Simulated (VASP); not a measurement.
## Ga: single point with PBE

Crystal: Ga.

```xyz
1
Lattice="2.6321 0.0000 0.0000 0.0000 2.6321 0.0000 0.0000 0.0000 2.6331" Properties=species:S:1:pos:R:3 pbc="T T T"
Ga    0.0000    0.0000    0.0000
```

This cell differs from its parent crystal: volume scaled by 0.91, then relaxed in part.

```
Program             : VASP 6.6.1
Task                : single point
Functional          : PBE
Potentials or basis : VASP PAW PBE potentials, release 64 (Ga_d)
Cutoff              : 520 eV
k mesh              : 20 × 20 × 20
Occupations         : gaussian, width 0.1 eV
Spin                : no spin polarisation
```

```json
{"Pressure": "5.7 GPa"}
```

Levels at points of the mesh, in eV from the Fermi level:
```csv
k point,band 5,band 6,band 7,band 8,band 9,band 10
"(0.00, 0.00, 0.00)",-14.59,-11.19,9.63,9.65,9.65,12.54
"(0.50, 0.00, 0.00)",-14.57,-6.31,-4.53,13.48,13.50,16.60
"(0.50, 0.50, 0.00)",-14.42,-1.22,-0.76,-0.76,4.26,17.52
"(0.00, 0.00, 0.50)",-14.57,-6.32,-4.53,13.50,13.50,16.60
"(0.50, 0.00, 0.50)",-14.42,-1.23,-0.77,-0.76,4.25,17.53
"(0.50, 0.50, 0.50)",-14.41,2.87,2.87,2.87,4.99,8.52
```

It took 37 s on 1 thread of Intel(R) Xeon(R) 6975P-C (Granite Rapids) (shared host), peak memory 0.25 GiB.
